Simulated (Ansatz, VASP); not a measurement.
# SrTiO3: VASP beside Ansatz

The input INCAR:

```
ALGO = Normal
EDIFF = 1E-6
ENCUT = 520
GGA = PS
ISIF = 2
ISMEAR = 0
LASPH = True
LCHARG = False
LREAL = False
LWAVE = False
NBANDS = 51
NELM = 80
PREC = Accurate
SIGMA = 0.02
```

The input KPOINTS:

```
k-points
0
Gamma
  8 8 8
```

File POSCAR:

```
SrTiO3
1.0
   -2.7435446935      2.7435446935      3.9043132976
    2.7435446935     -2.7435446935      3.9043132976
    2.7435446935      2.7435446935     -3.9043132976
Sr Ti O
2 2 6
Direct
    0.7500000000      0.2500000000      0.5000000000
    0.2500000000      0.7500000000      0.5000000000
    0.0000000000      0.0000000000      0.0000000000
    0.5000000000      0.5000000000      0.0000000000
    0.2500000000      0.2500000000      0.0000000000
    0.7500000000      0.7500000000      0.0000000000
    0.7253545269      0.2253545269      0.9507090538
    0.2253545269      0.2746454731      0.5000000000
    0.2746454731      0.7746454731      0.0492909461
    0.7746454731      0.7253545269      0.5000000000
```

Input for Ansatz:

```yaml
crystal:
  lattice:
    - [-2.7435446935, 2.7435446935, 3.9043132976]
    - [2.7435446935, -2.7435446935, 3.9043132976]
    - [2.7435446935, 2.7435446935, -3.9043132976]
  atoms:
    - { symbol: Sr, position: [0.75, 0.25, 0.5] }
    - { symbol: Sr, position: [0.25, 0.75, 0.5] }
    - { symbol: Ti, position: [0.0, 0.0, 0.0] }
    - { symbol: Ti, position: [0.5, 0.5, 0.0] }
    - { symbol: O, position: [0.25, 0.25, 0.0] }
    - { symbol: O, position: [0.75, 0.75, 0.0] }
    - { symbol: O, position: [0.7253545269, 0.2253545269, 0.9507090538] }
    - { symbol: O, position: [0.2253545269, 0.2746454731, 0.5] }
    - { symbol: O, position: [0.2746454731, 0.7746454731, 0.0492909461] }
    - { symbol: O, position: [0.7746454731, 0.7253545269, 0.5] }
basis:
  ecutwfc: 420
kpoints:
  mp_grid: { grid: [8, 8, 8] }
hamiltonian:
  xc: pbesol
scf:
  occupations: { method: gaussian, width: 0.02 }
  n_extra_bands: 40
output:
  forces: false
  stress: false
  eigenvalues: true
  optics: { e_range: [0, 14], sigma: 0.1, nscf_kmesh: { grid: [12, 12, 12] } }
checkpoint:
  read: start.run
  write: ck
  compress: false
  write_wavefunctions: false
  write_every: 100000
```

Alike in both runs: task single point; functional PBEsol; k mesh 8 × 8 × 8; occupations gaussian, width 0.02 eV; no spin polarisation.

|  | VASP | Ansatz |
| --- | --- | --- |
| version | VASP 6.6.1 | Ansatz 0.2.0 |
| potentials or method | VASP PAW PBE potentials, release 64 (Sr_sv, Ti_sv, O), cutoff 520 eV | scalar-relativistic, plane waves, PAW |
| valence electrons in the cell | 80 | 80 |

|  | VASP | Ansatz | Ansatz less VASP |
| --- | --- | --- | --- |
| gap on the k mesh at the Fermi level (eV) | 1.94 | 1.97 | +0.030 |
| least direct gap on the mesh (eV) | 1.95 | 1.98 | +0.031 |

VASP's potentials were made for PBE, not for PBEsol.
